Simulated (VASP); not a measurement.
**Ta2N: single point with LDA**

The system is Ta2N.

```
CELL_PARAMETERS angstrom
3.11286 0.00000 0.00000
-1.55643 2.69582 0.00000
0.00000 0.00000 4.86984
ATOMIC_POSITIONS crystal
Ta 0.33333 0.66667 0.25471
Ta 0.66667 0.33333 0.74529
N 0.00000 0.00000 0.00000
```

- Program: VASP 6.6.1
- Task: single point
- Functional: LDA
- Potentials or basis: VASP PAW LDA potentials, release 64 (Ta_sv_GW, N)
- Cutoff: 600 eV
- k mesh: 10 × 10 × 6
- Occupations: fermi-dirac, width 0.05 eV
- Spin: no spin polarisation
- Dipole correction: no
- Second run: valence_matched
- Further INCAR settings: ALGO = Normal; EDIFF = 1e-06; NBANDS = 22

* Pressure: -13.7 GPa
* Largest force: 0.415 eV/Å

Forces on the atoms (eV/Å):
```
Ta   0.000  0.000 -0.415
Ta   0.000  0.000  0.415
N    0.000  0.000  0.000
```

Stress tensor (GPa, compression positive):
```
-13.79   0.00   0.00
  0.00 -13.79   0.00
  0.00   0.00 -13.66
```

Levels at points of the mesh, in eV from the Fermi level:
```
           k point  band 13  band 14  band 15  band 16  band 17  band 18
(0.00, 0.00, 0.00)    -4.77    -0.66    -0.25    -0.25     0.25     0.25
(0.50, 0.00, 0.00)    -4.49    -2.51    -1.28     1.76     1.89     3.68
(0.00, 0.00, 0.50)    -2.80    -2.53    -1.13    -1.13     1.79     2.03
(0.50, 0.00, 0.50)    -3.23    -2.04    -2.03    -0.23     0.71     3.24
```

Run time: 72 s on 1 thread of Intel(R) Xeon(R) Platinum 8488C (Sapphire Rapids) (shared host), peak memory 0.22 GiB.

Caveat: spin-orbit coupling is left out, which moves the levels of the heavy elements.
